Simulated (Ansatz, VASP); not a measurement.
**Hg3P2: VASP beside Ansatz**

```
Hg P
1.0
     4.29663    0.00000    0.00000
     0.00000    4.29663    0.00000
     0.00000    0.00000    6.51141
Hg P
3 2
Direct
  0.00000 0.00000 0.24463
  0.00000 0.00000 0.75537
  0.50000 0.50000 0.50000
  0.50000 0.50000 0.18425
  0.50000 0.50000 0.81575
```

Alike in both runs: task single point; functional PBE; k mesh 4 × 4 × 4; occupations gaussian, width 0.1 eV; no spin polarisation.

|  | VASP | Ansatz |
| --- | --- | --- |
| version | VASP 6.6.1 | Ansatz 0.2.0 |
| potentials or method | VASP PAW PBE potentials, release 64 (Hg, P), cutoff 520 eV | scalar-relativistic, plane waves, PAW |
| valence electrons in the cell | 46 | 70 |

```tsv
	VASP	Ansatz	Ansatz less VASP
gap on the k mesh at the Fermi level (eV)	none	none	-
pressure (GPa)	13.7	13.1	-0.59
traceless stress, the component that is largest in VASP (GPa)	30.01	28.87	-1.132
rms of the force components (eV/Å)	2.812	2.724	-0.0878
```

Atom by atom the forces differ by 0.088 eV/Å (rms over components). A gap of «none» marks a metal or a gap that the smearing closes. The functional is the same, so the differences come from potentials, cutoffs and numerics. VASP's potentials hold 46 valence electrons a cell and Ansatz's 70, so a difference there can come from the potentials and not from the codes.

The k mesh is coarse, so the values compare programs but aren't converged. Spin-orbit coupling is off throughout.
